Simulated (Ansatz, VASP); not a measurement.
One calculation of WSe2, two programs

```
W Se
1.0
     3.35420    0.00000    0.00000
    -1.67710    2.90482    0.00000
     0.00000    0.00000   15.19426
W Se
2 4
Direct
  0.66667 0.33333 0.75000
  0.33333 0.66667 0.25000
  0.33333 0.66667 0.85965
  0.66667 0.33333 0.35965
  0.33333 0.66667 0.64035
  0.66667 0.33333 0.14035
```

Change from the starting cell: equal strain along all axes, cell held, atoms relaxed: +1.0 %.

Alike in both runs: functional PBE; k mesh 12 × 12 × 2; occupations gaussian, width 0.02 eV; no spin polarisation.

Ansatz relaxed the structure, and its values are those at the end. VASP's run is a single point on that final structure, the one shown.

|  | VASP | Ansatz |
| --- | --- | --- |
| version | VASP 6.6.1 | Ansatz 0.2.0 |
| potentials or method | VASP PAW PBE potentials, release 64 (W_sv, Se), cutoff 520 eV | scalar-relativistic, plane waves, PAW |
| valence electrons in the cell | 52 | 92 |

|  | VASP | Ansatz | Ansatz less VASP |
| --- | --- | --- | --- |
| gap on the k mesh at the Fermi level (eV) | 1.40 | 1.40 | +0.007 |
| least direct gap on the mesh (eV) | 1.41 | 1.41 | +0.003 |
| pressure (GPa) | -1.0 | -1.2 | -0.23 |
| rms of the force components (eV/Å) | 0.020 | 0.000 | -0.0200 |

The functional is the same, so the differences come from potentials, cutoffs and numerics. VASP's potentials hold 52 valence electrons a cell and Ansatz's 92, so a difference there can come from the potentials and not from the codes. Ansatz's warnings: stress scf threshold loose.

Neither program's run includes spin-orbit coupling.
